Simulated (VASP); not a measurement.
# V (Im-3m) in VASP: a series of runs, part 2 of 2

VASP 6.6.1.

### 3 Relaxation of cell and atoms, PBE

This run uses another cell than the first one, of 13.89 Å³/atom.

Contents of INCAR:

```
SYSTEM = V
ALGO = Normal
EDIFF = 1E-6
EDIFFG = -0.005
ENCUT = 600
GGA = PE
IBRION = 2
ISIF = 3
ISMEAR = 0
LASPH = .TRUE.
LCHARG = .FALSE.
LREAL = .FALSE.
LWAVE = .FALSE.
NELM = 100
NSW = 100
PREC = Accurate
SIGMA = 0.1
```

Contents of KPOINTS:

```
k-points
0
G
  20 20 20
  0 0 0
```

Contents of POSCAR:

```
V
1.0
   -1.5143500000      1.5143500000      1.5143500000
    1.5143500000     -1.5143500000      1.5143500000
    1.5143500000      1.5143500000     -1.5143500000
V
1
Direct
    0.0000000000      0.0000000000      0.0000000000
```

Potentials or basis: VASP PAW PBE potentials, release 64 (V_sv).

Command:

```console
> cat potpaw_PBE.64/V_sv/POTCAR > POTCAR
> mpirun -np 1 vasp_std > vasp.out
```

OUTCAR:

```text
SYSTEM = V
   EDIFF = 1E-6
   EDIFFG = -0.005
   ENCUT = 600
   GGA = PE
   IBRION = 2
   ISIF = 3
   ISMEAR = 0
   LASPH = .TRUE.
   LREAL = .FALSE.
   NELM = 100
   NSW = 100
   PREC = Accurate

 ion  position               nearest neighbor table
   1  0.000  0.000  0.000-

  LATTYP: Found a body centered cubic cell.
 ALAT       =     3.0287000000

  Lattice vectors:

 A1 = (  -1.5143500000,   1.5143500000,   1.5143500000)
 A2 = (   1.5143500000,  -1.5143500000,   1.5143500000)
 A3 = (   1.5143500000,   1.5143500000,  -1.5143500000)

Analysis of symmetry for initial positions (statically):
=====================================================================
 Subroutine PRICEL returns:
 Original cell was already a primitive cell.

 Routine SETGRP: Setting up the symmetry group for a
 body centered cubic supercell.

 Subroutine GETGRP returns: Found 48 space group operations
 (whereof 48 operations were pure point group operations)
 out of a pool of 48 trial point group operations.

The static configuration has the point symmetry O_h .

Analysis of symmetry for dynamics (positions and initial velocities):
=====================================================================
 Subroutine PRICEL returns:
 Original cell was already a primitive cell.

 Routine SETGRP: Setting up the symmetry group for a
 body centered cubic supercell.

 Subroutine GETGRP returns: Found 48 space group operations
 (whereof 48 operations were pure point group operations)
 out of a pool of 48 trial point group operations.

The dynamic configuration has the point symmetry O_h .

 Subroutine INISYM returns: Found 48 space group operations
 (whereof 48 operations are pure point group operations),
 and found     1 'primitive' translations

----------------------------------------------------------------------------------------

                                     Primitive cell

  volume of cell :      13.8912

  direct lattice vectors                    reciprocal lattice vectors
[... 116 lines left out ...]
 conjugate gradient relaxation of ions
 non-spin polarized calculation
 Gauss-broadening in eV      SIGMA  =   0.10
  energy-cutoff  :      600.00
  volume of cell :       13.89
 maximum number of plane-waves:       476
 NGX is ok and might be reduce to    24
   NGX = 11   NGY = 11   NGZ = 11

--------------------------------------- Ionic step        1  -------------------------------------------

 number of electron      13.0000003 magnetization

 Free energy of the ion-electron system (eV)
  ---------------------------------------------------
  ext. energy  EPLUGINS =         0.00000000
  ---------------------------------------------------
  free energy    TOTEN  =        -8.98994932 eV

  energy without entropy =       -8.98088950  energy(sigma->0) =       -8.98541941

------------------------ aborting loop because EDIFF is reached ----------------------------------------

  FORCE on cell =-STRESS in cart. coord.  units (eV):
  Direction    XX          YY          ZZ          XY          YZ          ZX
  --------------------------------------------------------------------------------------
  -------------------------------------------------------------------------------------
  Total       -0.4589058     -0.4589058     -0.4589058      0.0000000     -0.0000000      0.0000000
  in kB      -52.9292050    -52.9292050    -52.9292050      0.0000000     -0.0000000      0.0000000
  external PRESSURE =     -52.9292050 kB  Pullay stress =       0.0000000 kB
[... 22 lines left out ...]
--------------------------------------- Ionic step        2  -------------------------------------------

 number of electron      12.9999997 magnetization

 E-fermi :  10.1631     XC(G=0): -13.1032

 val. band max:       10.1600339834   @ k =   0.3000   0.0000   0.0000
 cond. band min:      10.1742193906   @ k =  -0.4500   0.5000   0.1000
 fundamental gap:      0.0141854072
 Fermi energy:        10.1631060226

 k-point     1 :       0.0000    0.0000    0.0000
  band No.  band energies     occupation
      1     -53.5147      2.00000
      2     -26.7534      2.00000
      3     -26.7534      2.00000
      4     -26.7534      2.00000
      5       3.5049      2.00000
      6      10.5835      0.00000
      7      10.5835      0.00000
      8      10.5835      0.00000
      9      12.6863      0.00000
     10      12.6863      0.00000
[... 438 lines left out ...]
--------------------------------------- Ionic step        6  -------------------------------------------

 number of electron      12.9999999 magnetization

 Free energy of the ion-electron system (eV)
  ---------------------------------------------------
  ext. energy  EPLUGINS =         0.00000000
  ---------------------------------------------------
  free energy    TOTEN  =        -8.99707525 eV

  energy without entropy =       -8.98829589  energy(sigma->0) =       -8.99268557

 E-fermi :   9.7012     XC(G=0): -12.9042

 val. band max:        9.7001404506   @ k =  -0.3000   0.3000   0.1500
 cond. band min:       9.7039724328   @ k =   0.1000   0.0500   0.0500
 fundamental gap:      0.0038319822
 Fermi energy:         9.7012284331

 k-point     1 :       0.0000    0.0000    0.0000
  band No.  band energies     occupation
      1     -54.0185      2.00000
      2     -27.3196      2.00000
      3     -27.3196      2.00000
      4     -27.3196      2.00000
      5       3.1189      2.00000
      6      10.1144      0.00000
      7      10.1144      0.00000
      8      10.1144      0.00000
      9      12.1233      0.00000
     10      12.1233      0.00000
[... 327 lines left out ...]
  FREE ENERGIE OF THE ION-ELECTRON SYSTEM (eV)
  ---------------------------------------------------
  free  energy   TOTEN  =        -8.9970752456 eV

  energy  without entropy=       -8.9882958903  energy(sigma->0) =       -8.99268557

 reached required accuracy - stopping structural energy minimisation
```

OSZICAR:

```text
N       E                     dE             d eps       ncg     rms          rms(c)
DAV:   1     0.961949094905E+02    0.96195E+02   -0.78751E+03  5120   0.156E+03
DAV:   2    -0.871501907323E+01   -0.10491E+03   -0.10298E+03  5274   0.393E+02
DAV:   3    -0.104278846957E+02   -0.17129E+01   -0.16584E+01  5394   0.588E+01
[... 38 lines left out ...]
       N       E                     dE             d eps       ncg     rms          rms(c)
DAV:   1    -0.899718813338E+01   -0.11816E-03   -0.23303E-03  5120   0.858E-01    0.115E-01
DAV:   2    -0.899707716025E+01    0.11097E-03   -0.52080E-04  5132   0.334E-01    0.242E-02
DAV:   3    -0.899707597968E+01    0.11806E-05   -0.20092E-06  4906   0.233E-02    0.129E-02
DAV:   4    -0.899707524556E+01    0.73412E-06   -0.11135E-06  3606   0.153E-02
   6 F= -.89970752E+01 E0= -.89926856E+01  d E =-.662363E-06
```

Wall time 2 min (1 thread of Intel Xeon 8259CL, shared host); peak memory 0.18 GiB.

Results:

```yaml
Free_energy: -8.9971 eV
Relaxed_volume: 13.47 Å³/atom
Relaxed_cell: a = 2.596 Å, b = 2.596 Å, c = 2.596 Å, α = 109.47°, β = 109.47°, γ = 109.47°
Space_group_after_relaxing_to_0.1_Å: Im-3m (No. 229)
Energy_gained_by_relaxing: 7.1 meV/atom
Ionic_steps: 6
Pressure_after_relaxing: 0.0 GPa
Band_gap_on_the_k_mesh: zero (an odd number of electrons rules out a gap without spin polarisation)
```

Step by step:
| step | energy change (eV) | largest force (eV/Å) | pressure (GPa) | volume (Å³) |
| --- | --- | --- | --- | --- |
| 1 | 0.0000 | 0.0000 | -5.29 | 13.89 |
| 2 | 0.0033 | 0.0000 | 7.16 | 12.99 |
| 3 | -0.0071 | 0.0000 | -0.06 | 13.47 |
| 4 | -0.0071 | 0.0000 | 0.11 | 13.46 |
| 5 | -0.0071 | 0.0000 | -0.15 | 13.48 |
| 6 | -0.0071 | 0.0000 | -0.05 | 13.47 |

Final structure:
```cif
data_structure
_symmetry_space_group_name_H-M 'P 1'
_symmetry_Int_Tables_number 1
_cell_length_a 2.5963
_cell_length_b 2.5963
_cell_length_c 2.5963
_cell_angle_alpha 109.471
_cell_angle_beta 109.471
_cell_angle_gamma 109.471
_cell_volume 13.47
loop_
_atom_site_label
_atom_site_type_symbol
_atom_site_fract_x
_atom_site_fract_y
_atom_site_fract_z
_atom_site_occupancy
V1 V 0.00000 0.00000 0.00000 1
```

Levels at points of the mesh, in eV from the Fermi level:
| k point | band 4 | band 5 | band 6 | band 7 | band 8 | band 9 | band 10 |
| --- | --- | --- | --- | --- | --- | --- | --- |
| (0.00, 0.00, 0.00) | -37.02 | -6.58 | 0.41 | 0.41 | 0.41 | 2.42 | 2.42 |
| (0.50, 0.00, 0.00) | -37.03 | -3.17 | -1.13 | 1.64 | 2.42 | 2.78 | 4.11 |
| (0.50, 0.50, 0.50) | -37.63 | -2.99 | -2.99 | 3.72 | 3.72 | 3.72 | 10.21 |

### 4 Relaxation of cell and atoms, PBE

This run uses another cell than the first one, of 13.89 Å³/atom.

INCAR is that of step 3.

KPOINTS is that of step 3.

POSCAR is that of step 3.

Potentials or basis: VASP PAW PBE potentials, release 64 (V_sv).

Command:

```console
> cat potpaw_PBE.64/V_sv/POTCAR > POTCAR
> mpirun -np 1 vasp_std > vasp.out
```

OUTCAR:

```text
SYSTEM = V
   EDIFF = 1E-6
   EDIFFG = -0.005
   ENCUT = 600
   GGA = PE
   IBRION = 2
   ISIF = 3
   ISMEAR = 0
   LASPH = .TRUE.
   LREAL = .FALSE.
   NELM = 100
   NSW = 100
   PREC = Accurate

 ion  position               nearest neighbor table
   1  0.000  0.000  0.000-

  LATTYP: Found a body centered cubic cell.
 ALAT       =     3.0287000000

  Lattice vectors:

 A1 = (  -1.5143500000,   1.5143500000,   1.5143500000)
 A2 = (   1.5143500000,  -1.5143500000,   1.5143500000)
 A3 = (   1.5143500000,   1.5143500000,  -1.5143500000)

Analysis of symmetry for initial positions (statically):
=====================================================================
 Subroutine PRICEL returns:
 Original cell was already a primitive cell.

 Routine SETGRP: Setting up the symmetry group for a
 body centered cubic supercell.

 Subroutine GETGRP returns: Found 48 space group operations
 (whereof 48 operations were pure point group operations)
 out of a pool of 48 trial point group operations.

The static configuration has the point symmetry O_h .

Analysis of symmetry for dynamics (positions and initial velocities):
=====================================================================
 Subroutine PRICEL returns:
 Original cell was already a primitive cell.

 Routine SETGRP: Setting up the symmetry group for a
 body centered cubic supercell.

 Subroutine GETGRP returns: Found 48 space group operations
 (whereof 48 operations were pure point group operations)
 out of a pool of 48 trial point group operations.

The dynamic configuration has the point symmetry O_h .

 Subroutine INISYM returns: Found 48 space group operations
 (whereof 48 operations are pure point group operations),
 and found     1 'primitive' translations

----------------------------------------------------------------------------------------

                                     Primitive cell

  volume of cell :      13.8912

  direct lattice vectors                    reciprocal lattice vectors
    -1.514350000  1.514350000  1.514350000     0.000000000  0.330174662  0.330174662
     1.514350000 -1.514350000  1.514350000     0.330174662  0.000000000  0.330174662
     1.514350000  1.514350000 -1.514350000     0.330174662  0.330174662  0.000000000

  length of vectors
     2.622931140  2.622931140  2.622931140     0.466937486  0.466937486  0.466937486

  position of ions in fractional coordinates (direct lattice)
     0.000000000  0.000000000  0.000000000

  ion indices of the primitive-cell ions
   primitive index   ion index
                 1           1

----------------------------------------------------------------------------------------

 KPOINTS: k-points

Automatic generation of k-mesh.
 Grid dimensions read from file:
 generate k-points for:   20   20   20

 Generating k-lattice:

  Cartesian coordinates                     Fractional coordinates (reciprocal lattice)
     0.000000000  0.016508733  0.016508733     0.050000000  0.000000000  0.000000000
     0.016508733  0.000000000  0.016508733     0.000000000  0.050000000  0.000000000
     0.016508733  0.016508733  0.000000000     0.000000000  0.000000000  0.050000000

  Length of vectors
     0.023346874  0.023346874  0.023346874

  Shift w.r.t. Gamma in fractional coordinates (k-lattice)
     0.000000000  0.000000000  0.000000000

 Subroutine IBZKPT returns following result:
 ===========================================

 Found    256 irreducible k-points:

 Following reciprocal coordinates:
            Coordinates               Weight
  0.000000  0.000000  0.000000      1.000000
  0.050000  0.000000  0.000000     12.000000
  0.100000  0.000000  0.000000     12.000000
  0.150000  0.000000  0.000000     12.000000
  0.200000  0.000000  0.000000     12.000000
  0.250000  0.000000  0.000000     12.000000
[... 16 lines left out ...]
  0.200000  0.100000  0.000000     48.000000
  0.250000  0.100000 -0.000000     48.000000
 [... further k-points ...]
   k-points           NKPTS =    256   k-points in BZ     NKDIM =    256   number of bands    NBANDS=     10
   number of dos      NEDOS =    301   number of ions     NIONS =      1
   total plane-waves  NPLWV =  13824
   dimension x,y,z NGX =    24 NGY =   24 NGZ =   24
   dimension x,y,z NGXF=    48 NGYF=   48 NGZF=   48
   ions per type =               1
   NGX,Y,Z   is equivalent  to a cutoff of  15.21, 15.21, 15.21 a.u.
   NGXF,Y,Z  is equivalent  to a cutoff of  30.42, 30.42, 30.42 a.u.
 SYSTEM =  V
   PREC   = accura    normal or accurate (medium, high low for compatibility)
   ISTART =      0    job   : 0-new  1-cont  2-samecut
   ICHARG =      2    charge: 1-file 2-atom 10-const
   ISPIN  =      1    spin polarized calculation?
   LNONCOLLINEAR =      F non collinear calculations
   LSORBIT =      F    spin-orbit coupling
   LASPH  =      T    aspherical Exc in radial PAW
   ENCUT  =  600.0 eV  44.10 Ry    6.64 a.u.   5.24  5.24  5.24*2*pi/ulx,y,z
   NELM   =    100;   NELMIN=  2; NELMDL= -5     # of ELM steps
   EDIFF  = 0.1E-05   stopping-criterion for ELM
   LREAL  =      F    real-space projection
   EDIFFG = -.5E-02   stopping-criterion for IOM
   NSW    =    100    number of steps for IOM
   IBRION =      2    ionic relax: 0-MD 1-quasi-New 2-CG
   NFREE  =      1    steps in history (QN), initial steepest desc. (CG)
   ISIF   =      3    stress and relaxation
   ISYM   =      2    0-nonsym 1-usesym 2-fastsym
   POTIM  = 0.5000    time-step for ionic-motion
   TEBEG  =    0.0;   TEEND  =   0.0 temperature during run
   PSTRESS=    0.0 pullay stress
   NELECT =      13.0000    total number of electrons
   NUPDOWN=      -1.0000    fix difference up-down
   EMIN   =  10.00;   EMAX   =-10.00  energy-range for DOS
   EFERMI =   0.00;   METHOD = LEGACY
   ISMEAR =     0;   SIGMA  =   0.10  broadening in eV -4-tet -1-fermi 0-gaus
   EFERMI_NEDOS =   21; number of points for ismear=-14 and -15
   IALGO  =     38    algorithm
   IMIX   =      4    mixing-type and parameters
     AMIX     =   0.40;   BMIX     =  1.00
     AMIX_MAG =   1.60;   BMIX_MAG =  1.00
  volume/ion in A,a.u.               =      13.89        93.74
  Fermi-wavevector in a.u.,A,eV,Ry     =   1.601313  3.026044 34.888125  2.564205
  Thomas-Fermi vector in A             =   2.698311
   LORBIT       =      0    0 simple, 1 ext, 2 COOP (PROOUT), +10 PAW based schemes
   GGA     = PE    functional components
   LHFCALC =     F    Hartree Fock is set to
   AEXX    =    0.0000 exact exchange contribution
   IVDW    =     0    specifies the selected vdW correction
   LEPSILON=     F    determine dielectric tensor
   LRPA    =     F    only Hartree local field effects (RPA)
 conjugate gradient relaxation of ions
 non-spin polarized calculation
 Gauss-broadening in eV      SIGMA  =   0.10
  energy-cutoff  :      600.00
  volume of cell :       13.89
 maximum number of plane-waves:       476
 NGX is ok and might be reduce to    24
   NGX = 11   NGY = 11   NGZ = 11

--------------------------------------- Ionic step        1  -------------------------------------------

 number of electron      13.0000003 magnetization

 Free energy of the ion-electron system (eV)
  ---------------------------------------------------
  ext. energy  EPLUGINS =         0.00000000
  ---------------------------------------------------
  free energy    TOTEN  =        -8.98994932 eV

  energy without entropy =       -8.98088950  energy(sigma->0) =       -8.98541941

------------------------ aborting loop because EDIFF is reached ----------------------------------------

  FORCE on cell =-STRESS in cart. coord.  units (eV):
  Direction    XX          YY          ZZ          XY          YZ          ZX
  --------------------------------------------------------------------------------------
  -------------------------------------------------------------------------------------
  Total       -0.4589058     -0.4589058     -0.4589058      0.0000000      0.0000000     -0.0000000
  in kB      -52.9292027    -52.9292027    -52.9292027      0.0000000      0.0000000     -0.0000000
  external PRESSURE =     -52.9292027 kB  Pullay stress =       0.0000000 kB
[... 22 lines left out ...]
--------------------------------------- Ionic step        2  -------------------------------------------

 number of electron      12.9999997 magnetization

 E-fermi :  10.1631     XC(G=0): -13.1032

 val. band max:       10.1600339442   @ k =   0.3000   0.0000   0.0000
 cond. band min:      10.1742193506   @ k =  -0.4500   0.5000   0.1000
 fundamental gap:      0.0141854064
 Fermi energy:        10.1631059848

 k-point     1 :       0.0000    0.0000    0.0000
  band No.  band energies     occupation
      1     -53.5147      2.00000
      2     -26.7534      2.00000
      3     -26.7534      2.00000
      4     -26.7534      2.00000
      5       3.5049      2.00000
      6      10.5835      0.00000
      7      10.5835      0.00000
      8      10.5835      0.00000
      9      12.6863      0.00000
     10      12.6863      0.00000
[... 438 lines left out ...]
--------------------------------------- Ionic step        6  -------------------------------------------

 number of electron      12.9999999 magnetization

 Free energy of the ion-electron system (eV)
  ---------------------------------------------------
  ext. energy  EPLUGINS =         0.00000000
  ---------------------------------------------------
  free energy    TOTEN  =        -8.99707525 eV

  energy without entropy =       -8.98829589  energy(sigma->0) =       -8.99268557

 E-fermi :   9.7012     XC(G=0): -12.9042

 val. band max:        9.7001404487   @ k =  -0.3000   0.3000   0.1500
 cond. band min:       9.7039724309   @ k =   0.1000   0.0500   0.0500
 fundamental gap:      0.0038319822
 Fermi energy:         9.7012284311

 k-point     1 :       0.0000    0.0000    0.0000
  band No.  band energies     occupation
      1     -54.0185      2.00000
      2     -27.3196      2.00000
      3     -27.3196      2.00000
      4     -27.3196      2.00000
      5       3.1189      2.00000
      6      10.1144      0.00000
      7      10.1144      0.00000
      8      10.1144      0.00000
      9      12.1233      0.00000
     10      12.1233      0.00000
[... 327 lines left out ...]
  FREE ENERGIE OF THE ION-ELECTRON SYSTEM (eV)
  ---------------------------------------------------
  free  energy   TOTEN  =        -8.9970752454 eV

  energy  without entropy=       -8.9882958902  energy(sigma->0) =       -8.99268557

 reached required accuracy - stopping structural energy minimisation
```

CONTCAR:

```text
V
   1.00000000000000
    -1.4989517323166330    1.4989517323166330    1.4989517323166330
     1.4989517323166330   -1.4989517323166330    1.4989517323166330
     1.4989517323166330    1.4989517323166330   -1.4989517323166330
  V
     1
Direct
     0.0000000000000000    0.0000000000000000    0.0000000000000000

  0.00000000E+00  0.00000000E+00  0.00000000E+00
```

Run time: 1.7 min. Hardware: 1 thread of AMD EPYC 7R13 (Zen 3), shared host; peak memory 0.15 GiB.

What came out:

```
Free energy                           : -8.9971 eV
Relaxed volume                        : 13.47 Å³/atom
Relaxed cell                          : a = 2.596 Å, b = 2.596 Å, c = 2.596 Å, α = 109.47°, β = 109.47°, γ = 109.47°
Space group after relaxing (to 0.1 Å) : Im-3m (No. 229)
Energy gained by relaxing             : 7.1 meV/atom
Ionic steps                           : 6
Pressure after relaxing               : 0.0 GPa
Band gap on the k mesh                : zero (an odd number of electrons rules out a gap without spin polarisation)
```

Step by step:
| step | energy change (eV) | largest force (eV/Å) | pressure (GPa) | volume (Å³) |
| --- | --- | --- | --- | --- |
| 1 | 0.0000 | 0.0000 | -5.29 | 13.89 |
| 2 | 0.0033 | 0.0000 | 7.16 | 12.99 |
| 3 | -0.0071 | 0.0000 | -0.06 | 13.47 |
| 4 | -0.0071 | 0.0000 | 0.11 | 13.46 |
| 5 | -0.0071 | 0.0000 | -0.15 | 13.48 |
| 6 | -0.0071 | 0.0000 | -0.05 | 13.47 |

Final structure:
```yaml
crystal:
  lattice:
    - [-1.49895, 1.49895, 1.49895]
    - [1.49895, -1.49895, 1.49895]
    - [1.49895, 1.49895, -1.49895]
  atoms:
    - { symbol: V, position: [0.00000, 0.00000, 0.00000] }
```
